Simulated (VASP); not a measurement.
# FeSi (P2_13) in VASP: notebook

Runs on FeSi. Level: PBEsol. Tasks: single point, relaxation of cell and atoms.

Program: VASP 6.6.1. These are calculated values, not measurements. Logs are shortened: lines on timing, memory, paths and dates and some standing lists are left out, and cuts for length are marked.

## 1. The cell of the first run

Symmetry: P2_13, No. 198, cubic system. Conventional cell: a = 4.188 Å, b = 4.188 Å, c = 4.188 Å, α = 90.00°, β = 90.00°, γ = 90.00°. Within 2.9 Å of Fe (site symmetry 3) lie 7 Si at 2.16 to 2.32 Å and 6 Fe at 2.57 Å. Within 2.9 Å of Si (site symmetry 3) lie 7 Fe at 2.16 to 2.32 Å and 6 Si at 2.59 Å.

## 2. Single point, PBEsol

The input, INCAR:

```
SYSTEM = FeSi
PREC     = Accurate       ! precision mode
ENCUT    = 520            ! plane-wave cutoff, eV
EDIFF    = 1E-6           ! SCF threshold, eV
ISMEAR   = 0              ! smearing method
SIGMA    = 0.1            ! smearing width, eV
LREAL    = .False.        ! projectors in reciprocal space
LASPH    = .True.         ! aspherical terms in the spheres
NELM     = 80             ! most SCF steps
ALGO     = Normal         ! electronic algorithm
ISIF     = 2              ! what is computed and relaxed
LWAVE    = .False.        ! write WAVECAR
LCHARG   = .False.        ! write CHGCAR
GGA      = PS             ! functional
NBANDS   = 34             ! bands
```

The input, KPOINTS:

```
regular mesh
0
Gamma
  4 4 4
  0 0 0
```

The input, POSCAR:

```
FeSi
1.0
    4.1883415281      0.0000000000      0.0000000000
    0.0000000000      4.1883415281      0.0000000000
    0.0000000000      0.0000000000      4.1883415281
Fe Si
4 4
Direct
    0.1416827871      0.1416827871      0.1416827871
    0.3583172129      0.8583172129      0.6416827871
    0.6416827871      0.3583172129      0.8583172129
    0.8583172129      0.6416827871      0.3583172129
    0.8433891261      0.8433891261      0.8433891261
    0.6566108739      0.1566108739      0.3433891261
    0.3433891261      0.6566108739      0.1566108739
    0.1566108739      0.3433891261      0.6566108739
```

Potentials or basis: VASP PAW PBE potentials, release 64 (Fe, Si).

The run is started by

```console
cat potpaw_PBE.64/Fe/POTCAR potpaw_PBE.64/Si/POTCAR > POTCAR
mpirun -np 1 vasp_std > vasp.out
```

OUTCAR:

```text
SYSTEM = FeSi
   PREC = Accurate
   ENCUT = 520
   EDIFF = 1E-6
   ISMEAR = 0
   LREAL = .False.
   LASPH = .True.
   NELM = 80
   ISIF = 2
   GGA = PS

 ion  position               nearest neighbor table
   1  0.142  0.142  0.142-   5 2.16   6 2.20   7 2.20   8 2.20   7 2.32   8 2.32   6 2.32   2 2.57
                             4 2.57   2 2.57   4 2.57   3 2.57   3 2.57
   2  0.358  0.858  0.642-   6 2.16   5 2.20   7 2.20   8 2.20   7 2.32   8 2.32   5 2.32   1 2.57
                             3 2.57   1 2.57   3 2.57   4 2.57   4 2.57
   3  0.642  0.358  0.858-   7 2.16   6 2.20   5 2.20   8 2.20   8 2.32   6 2.32   5 2.32   4 2.57
                             2 2.57   2 2.57   4 2.57   1 2.57   1 2.57
   4  0.858  0.642  0.358-   8 2.16   6 2.20   7 2.20   5 2.20   6 2.32   5 2.32   7 2.32   3 2.57
                             1 2.57   1 2.57   3 2.57   2 2.57   2 2.57
   5  0.843  0.843  0.843-   1 2.16   2 2.20   3 2.20   4 2.20   3 2.32   4 2.32   2 2.32   6 2.59
                             7 2.59   8 2.59   6 2.59   8 2.59   7 2.59
   6  0.657  0.157  0.343-   2 2.16   1 2.20   3 2.20   4 2.20   3 2.32   4 2.32   1 2.32   8 2.59
                             5 2.59   5 2.59   7 2.59   7 2.59   8 2.59
   7  0.343  0.657  0.157-   3 2.16   2 2.20   1 2.20   4 2.20   4 2.32   2 2.32   1 2.32   8 2.59
                             5 2.59   8 2.59   6 2.59   6 2.59   5 2.59
   8  0.157  0.343  0.657-   4 2.16   2 2.20   3 2.20   1 2.20   2 2.32   1 2.32   3 2.32   7 2.59
                             5 2.59   7 2.59   5 2.59   6 2.59   6 2.59

  LATTYP: Found a simple cubic cell.
 ALAT       =     4.1883415281

  Lattice vectors:

 A1 = (   4.1883415281,   0.0000000000,   0.0000000000)
 A2 = (   0.0000000000,   4.1883415281,   0.0000000000)
 A3 = (   0.0000000000,   0.0000000000,   4.1883415281)

Analysis of symmetry for initial positions (statically):
=====================================================================
 Subroutine PRICEL returns:
 Original cell was already a primitive cell.

 Routine SETGRP: Setting up the symmetry group for a
 simple cubic supercell.

 Subroutine GETGRP returns: Found 12 space group operations
 (whereof  3 operations were pure point group operations)
 out of a pool of 48 trial point group operations.

The static configuration has the point symmetry C_3 .
 The point group associated with its full space group is T   .

Analysis of symmetry for dynamics (positions and initial velocities):
=====================================================================
 Subroutine PRICEL returns:
 Original cell was already a primitive cell.

 Routine SETGRP: Setting up the symmetry group for a
 simple cubic supercell.

 Subroutine GETGRP returns: Found 12 space group operations
 (whereof  3 operations were pure point group operations)
 out of a pool of 48 trial point group operations.

The dynamic configuration has the point symmetry C_3 .
 The point group associated with its full space group is T   .

 Subroutine INISYM returns: Found 12 space group operations
 (whereof  3 operations are pure point group operations),
 and found     1 'primitive' translations

----------------------------------------------------------------------------------------

                                     Primitive cell

  volume of cell :      73.4727

  direct lattice vectors                    reciprocal lattice vectors
     4.188341528  0.000000000  0.000000000     0.238757989  0.000000000  0.000000000
     0.000000000  4.188341528  0.000000000     0.000000000  0.238757989  0.000000000
     0.000000000  0.000000000  4.188341528     0.000000000  0.000000000  0.238757989

  length of vectors
     4.188341528  4.188341528  4.188341528     0.238757989  0.238757989  0.238757989

  position of ions in fractional coordinates (direct lattice)
     0.141682787  0.141682787  0.141682787
     0.358317213  0.858317213  0.641682787
     0.641682787  0.358317213  0.858317213
     0.858317213  0.641682787  0.358317213
     0.843389126  0.843389126  0.843389126
     0.656610874  0.156610874  0.343389126
     0.343389126  0.656610874  0.156610874
     0.156610874  0.343389126  0.656610874

  ion indices of the primitive-cell ions
   primitive index   ion index
                 1           1
                 2           2
                 3           3
                 4           4
                 5           5
                 6           6
                 7           7
                 8           8

----------------------------------------------------------------------------------------

 KPOINTS: regular mesh

Automatic generation of k-mesh.
 Grid dimensions read from file:
 generate k-points for:    4    4    4

 Generating k-lattice:

  Cartesian coordinates                     Fractional coordinates (reciprocal lattice)
     0.059689497  0.000000000  0.000000000     0.250000000  0.000000000  0.000000000
     0.000000000  0.059689497  0.000000000     0.000000000  0.250000000  0.000000000
     0.000000000  0.000000000  0.059689497     0.000000000  0.000000000  0.250000000

  Length of vectors
     0.059689497  0.059689497  0.059689497

  Shift w.r.t. Gamma in fractional coordinates (k-lattice)
     0.000000000  0.000000000  0.000000000

 Subroutine IBZKPT returns following result:
 ===========================================

 Found     11 irreducible k-points:

 Following reciprocal coordinates:
            Coordinates               Weight
  0.000000  0.000000  0.000000      1.000000
  0.250000  0.000000  0.000000      6.000000
  0.500000  0.000000  0.000000      3.000000
  0.250000  0.250000  0.000000     12.000000
  0.500000  0.250000  0.000000      6.000000
 -0.250000  0.500000  0.000000      6.000000
  0.500000  0.500000  0.000000      3.000000
  0.250000  0.250000  0.250000      8.000000
  0.500000  0.250000  0.250000     12.000000
  0.500000  0.500000  0.250000      6.000000
  0.500000  0.500000  0.500000      1.000000
   k-points           NKPTS =     11   k-points in BZ     NKDIM =     11   number of bands    NBANDS=     34
   number of dos      NEDOS =    301   number of ions     NIONS =      8
   total plane-waves  NPLWV =  32768
   dimension x,y,z NGX =    32 NGY =   32 NGZ =   32
   dimension x,y,z NGXF=    64 NGYF=   64 NGZF=   64
   ions per type =               4   4
   NGX,Y,Z   is equivalent  to a cutoff of  12.70, 12.70, 12.70 a.u.
   NGXF,Y,Z  is equivalent  to a cutoff of  25.40, 25.40, 25.40 a.u.
 SYSTEM =  FeSi
   PREC   = accura    normal or accurate (medium, high low for compatibility)
   ISTART =      0    job   : 0-new  1-cont  2-samecut
   ICHARG =      2    charge: 1-file 2-atom 10-const
   ISPIN  =      1    spin polarized calculation?
   LNONCOLLINEAR =      F non collinear calculations
   LSORBIT =      F    spin-orbit coupling
   LASPH  =      T    aspherical Exc in radial PAW
   ENCUT  =  520.0 eV  38.22 Ry    6.18 a.u.   7.79  7.79  7.79*2*pi/ulx,y,z
   NELM   =     80;   NELMIN=  2; NELMDL= -5     # of ELM steps
   EDIFF  = 0.1E-05   stopping-criterion for ELM
   LREAL  =      F    real-space projection
   EDIFFG = 0.1E-04   stopping-criterion for IOM
   NSW    =      0    number of steps for IOM
   IBRION =     -1    ionic relax: 0-MD 1-quasi-New 2-CG
   NFREE  =      0    steps in history (QN), initial steepest desc. (CG)
   ISIF   =      2    stress and relaxation
   ISYM   =      2    0-nonsym 1-usesym 2-fastsym
   POTIM  = 0.5000    time-step for ionic-motion
   TEBEG  =    0.0;   TEEND  =   0.0 temperature during run
   PSTRESS=    0.0 pullay stress
   NELECT =      48.0000    total number of electrons
   NUPDOWN=      -1.0000    fix difference up-down
   EMIN   =  10.00;   EMAX   =-10.00  energy-range for DOS
   EFERMI =   0.00;   METHOD = LEGACY
   ISMEAR =     0;   SIGMA  =   0.10  broadening in eV -4-tet -1-fermi 0-gaus
   EFERMI_NEDOS =   21; number of points for ismear=-14 and -15
   IALGO  =     38    algorithm
   IMIX   =      4    mixing-type and parameters
     AMIX     =   0.40;   BMIX     =  1.00
     AMIX_MAG =   1.60;   BMIX_MAG =  1.00
  volume/ion in A,a.u.               =       9.18        61.98
  Fermi-wavevector in a.u.,A,eV,Ry     =   1.420517  2.684388 27.454775  2.017869
  Thomas-Fermi vector in A             =   2.541424
   LORBIT       =      0    0 simple, 1 ext, 2 COOP (PROOUT), +10 PAW based schemes
   GGA     = PS    functional components
   LHFCALC =     F    Hartree Fock is set to
   AEXX    =    0.0000 exact exchange contribution
   IVDW    =     0    specifies the selected vdW correction
   LEPSILON=     F    determine dielectric tensor
   LRPA    =     F    only Hartree local field effects (RPA)
 non-spin polarized calculation
 Gauss-broadening in eV      SIGMA  =   0.10
  energy-cutoff  :      520.00
  volume of cell :       73.47
 maximum number of plane-waves:      2000
   NGX = 15   NGY = 15   NGZ = 15

 number of electron      47.9999998 magnetization

 Free energy of the ion-electron system (eV)
  ---------------------------------------------------
  ext. energy  EPLUGINS =         0.00000000
  ---------------------------------------------------
  free energy    TOTEN  =       -62.12586911 eV

  energy without entropy =      -62.10769693  energy(sigma->0) =      -62.11678302

 E-fermi :  12.2064     XC(G=0): -13.8233

 val. band max:       12.1430365920   @ k =   0.5000   0.0000   0.0000
 cond. band min:      12.2841242263   @ k =   0.2500   0.2500   0.0000
 fundamental gap:      0.1410876343
 Fermi energy:        12.2064083729

 k-point     1 :       0.0000    0.0000    0.0000
  band No.  band energies     occupation
      1      -2.6056      2.00000
      2       3.3486      2.00000
      3       3.3486      2.00000
      4       3.3486      2.00000
      5       6.2674      2.00000
      6       6.2674      2.00000
[... 26 lines left out ...]
     33      17.3883      0.00000
     34      17.3883      0.00000

 k-point     2 :       0.2500    0.0000    0.0000
  band No.  band energies     occupation
      1      -2.0752      2.00000
      2       1.5226      2.00000
      3       3.6143      2.00000
      4       4.4971      2.00000
      5       5.3372      2.00000
      6       6.4860      2.00000
[... 26 lines left out ...]
     33      17.6161      0.00000
     34      17.7565      0.00000

 k-point     3 :       0.5000    0.0000    0.0000
  band No.  band energies     occupation
      1      -0.5781      2.00000
      2      -0.5781      2.00000
      3       4.3457      2.00000
      4       4.3457      2.00000
      5       5.7275      2.00000
      6       5.7275      2.00000
[... 26 lines left out ...]
     33      18.2507      0.00000
     34      18.2508      0.00000
[... 223 lines left out ...]
 k-point    10 :       0.5000    0.5000    0.2500
  band No.  band energies     occupation
      1       1.1921      2.00000
      2       1.1921      2.00000
      3       2.1814      2.00000
      4       2.1814      2.00000
      5       5.0540      2.00000
      6       5.0540      2.00000
[... 26 lines left out ...]
     33      19.1438      0.00000
     34      19.1438      0.00000

 k-point    11 :       0.5000    0.5000    0.5000
  band No.  band energies     occupation
      1       2.0962      2.00000
      2       2.0962      2.00000
      3       2.0962      2.00000
      4       2.0962      2.00000
      5       4.7823      2.00000
      6       4.7823      2.00000
[... 26 lines left out ...]
     33      19.4024      0.00000
     34      19.4024      0.00000

------------------------ aborting loop because EDIFF is reached ----------------------------------------

  FORCE on cell =-STRESS in cart. coord.  units (eV):
  Direction    XX          YY          ZZ          XY          YZ          ZX
  --------------------------------------------------------------------------------------
  -------------------------------------------------------------------------------------
  Total       23.9316170     23.9316170     23.9316170     -0.0000000     -0.0000000     -0.0000000
  in kB      521.8628260    521.8628260    521.8628260     -0.0000000     -0.0000000     -0.0000000
  external PRESSURE =     521.8628260 kB  Pullay stress =       0.0000000 kB

 VOLUME and BASIS-vectors are now :
 -----------------------------------------------------------------------------
  energy-cutoff  :      520.00
  volume of cell :       73.47
      direct lattice vectors                 reciprocal lattice vectors
     4.188341528  0.000000000  0.000000000     0.238757989  0.000000000  0.000000000
     0.000000000  4.188341528  0.000000000     0.000000000  0.238757989  0.000000000
     0.000000000  0.000000000  4.188341528     0.000000000  0.000000000  0.238757989

 POSITION                                       TOTAL-FORCE (eV/Angst)
 -----------------------------------------------------------------------------------
      0.59342      0.59342      0.59342         0.036793      0.036793      0.036793
      1.50075      3.59493      2.68759        -0.036793     -0.036793      0.036793
      2.68759      1.50075      3.59493         0.036793     -0.036793     -0.036793
      3.59493      2.68759      1.50075        -0.036793      0.036793     -0.036793
      3.53240      3.53240      3.53240        -0.010753     -0.010753     -0.010753
      2.75011      0.65594      1.43823         0.010753      0.010753     -0.010753
      1.43823      2.75011      0.65594        -0.010753      0.010753      0.010753
      0.65594      1.43823      2.75011         0.010753     -0.010753      0.010753
 -----------------------------------------------------------------------------------
    total drift:                                0.000000      0.000000     -0.000000

  FREE ENERGIE OF THE ION-ELECTRON SYSTEM (eV)
  ---------------------------------------------------
  free  energy   TOTEN  =       -62.1258691104 eV

  energy  without entropy=      -62.1076969264  energy(sigma->0) =      -62.11678302
```

Wall time 33 s (1 thread of Intel Xeon 8259CL, shared host); peak memory 0.18 GiB.

Results:

```yaml
Free_energy: -62.1259 eV
Pressure: 52.2 GPa
Largest_force: 0.064 eV/Å
Band_gap_on_the_k_mesh: 0.14 eV (least direct gap 0.19 eV)
```

Forces on the atoms (eV/Å):
```
Fe   0.037  0.037  0.037
Fe  -0.037 -0.037  0.037
Fe   0.037 -0.037 -0.037
Fe  -0.037  0.037 -0.037
Si  -0.011 -0.011 -0.011
Si   0.011  0.011 -0.011
Si  -0.011  0.011  0.011
Si   0.011 -0.011  0.011
```

Caveat: the cell stands under pressure; the PAW data sets were made with another functional, which shifts forces and pressure a little. Spin polarisation is off, so any magnetic state and its effect on volume and gap are missing.

## 3. Single point, PBEsol

The input, INCAR:

```
PREC = Accurate
ENCUT = 520
EDIFF = 1E-6
ISMEAR = 0
SIGMA = 0.1
LREAL = F
LASPH = T
NELM = 60
ALGO = Normal
ISIF = 2
LWAVE = F
LCHARG = T
GGA = PS
LELF = T
LVHAR = T
NBANDS = 34
```

The input, KPOINTS:

```
regular mesh
0
Gamma
  6 6 6
```

POSCAR is that of step 2.

Potentials or basis: VASP PAW PBE potentials, release 64 (Fe, Si).

The run is started by

```console
cat potpaw_PBE.64/Fe/POTCAR potpaw_PBE.64/Si/POTCAR > POTCAR
mpirun -np 1 vasp_std > vasp.out
```

Wall time 84 s (1 thread of Intel Xeon 8259CL, shared host); peak memory 0.2 GiB.

The run converged. Its results:

| Quantity | Value |
| --- | --- |
| Free energy | -62.1208 eV |
| Pressure | 52.2 GPa |
| Largest force | 0.065 eV/Å |
| Band gap on the k mesh | 0.14 eV (least direct gap 0.16 eV) |

Forces in eV/Å, atoms in the order of the input:
```
Fe   0.037  0.037  0.037
Fe  -0.037 -0.037  0.037
Fe   0.037 -0.037 -0.037
Fe  -0.037  0.037 -0.037
Si  -0.013 -0.013 -0.013
Si   0.013  0.013 -0.013
Si  -0.013  0.013  0.013
Si   0.013 -0.013  0.013
```

Levels at points of the mesh, in eV from the valence-band top:
```tsv
k point	band 20	band 21	band 22	band 23	band 24	band 25	band 26	band 27	band 28	band 29
(0.00, 0.00, 0.00)	-0.38	-0.38	-0.38	-0.09	-0.09	0.84	0.84	0.84	3.99	3.99
(0.50, 0.00, 0.00)	-1.64	-0.53	-0.53	0.00	0.00	0.19	0.19	2.11	2.11	3.06
(0.50, 0.50, 0.00)	-1.66	-1.29	-1.29	-0.48	-0.48	0.77	0.77	1.66	1.66	3.60
(0.50, 0.50, 0.50)	-0.97	-0.91	-0.91	-0.91	-0.91	0.59	0.59	0.59	0.59	6.88
```

Caveat: the cell stands under pressure; the PAW data sets were made with another functional, which shifts forces and pressure a little. Spin polarisation is off, so any magnetic state and its effect on volume and gap are missing.

(Part 1 of 2 ends here.)
